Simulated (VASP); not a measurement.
A run of VASP 6.6.1:

The input INCAR:

```
SYSTEM = Mg
  PREC = Accurate
  ENCUT = 840
  EDIFF = 1E-7
  ISMEAR = 0
  SIGMA = 0.02
  LREAL = .False.
  LASPH = .True.
  NELM = 120
  ALGO = Normal
  ISIF = 3
  LWAVE = .False.
  LCHARG = .False.
  IBRION = 2
  NSW = 80
  EDIFFG = -0.03
  GGA_COMPAT = .False.
  NELMIN = 4
```

The input KPOINTS:

```
Automatic mesh
0
Gamma
  8 8 5
  0 0 0
```

Contents of POSCAR:

```
Mg
1.0
    3.2093000000      0.0000000000      0.0000000000
   -1.6046500000      2.7793350000      0.0000000000
    0.0000000000      0.0000000000      5.2103000000
Mg
2
Direct
    0.3333333333      0.6666666667      0.2500000000
    0.6666666667      0.3333333333      0.7500000000
```

Potentials or basis: VASP PAW LDA potentials, release 64 (Mg_sv).

Launch:

```console
$ cat potpaw_LDA.64/Mg_sv/POTCAR > POTCAR
$ mpirun -np 1 vasp_std > vasp.out
```

Hardware: 1 thread of AMD EPYC 9R45 96-Core Processor (Zen 5) (shared host).

**Question.** Estimate the wall time of this run.

**Answer.** Wall time 39 s on 1 thread of AMD EPYC 9R45 96-Core Processor (Zen 5), with other jobs on the host, peak memory 0.15 GiB. Counts: scf iterations 30, k points 30, ion steps 3.
